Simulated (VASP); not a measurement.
# HfN: single point with PBE

HfN:

```
Hf N
1.0
     0.00000    2.37010    2.37010
     2.37010    0.00000    2.37010
     2.37010    2.37010    0.00000
Hf N
1 1
Direct
  0.00000 0.00000 0.00000
  0.75000 0.75000 0.75000
```

```json
{"Program": "VASP 6.6.1", "Task": "single point", "Functional": "PBE", "Potentials or basis": "VASP PAW PBE potentials, release 64 (Hf_pv, N)", "Cutoff": "520 eV", "k mesh": "8 × 8 × 8", "Occupations": "fermi-dirac, width 0.05 eV", "Spin": "no spin polarisation"}
```

- Pressure: 24.9 GPa

Levels at points of the mesh, in eV from the Fermi level:
| k point | band 6 | band 7 | band 8 | band 9 | band 10 | band 11 |
| --- | --- | --- | --- | --- | --- | --- |
| (0.00, 0.00, 0.00) | -5.97 | -5.97 | -0.48 | 2.50 | 2.50 | 7.27 |
| (0.50, 0.00, 0.00) | -5.28 | -5.28 | 1.72 | 3.08 | 3.08 | 4.65 |
| (0.50, 0.50, 0.00) | -3.72 | -3.72 | -1.18 | 2.50 | 4.61 | 5.28 |

It took 14 s on 1 thread of Intel(R) Xeon(R) Platinum 8375C CPU @ 2.90GHz (Ice Lake) (shared host), peak memory 0.16 GiB.

Caveat: spin-orbit coupling is left out, which moves the levels of the heavy elements.
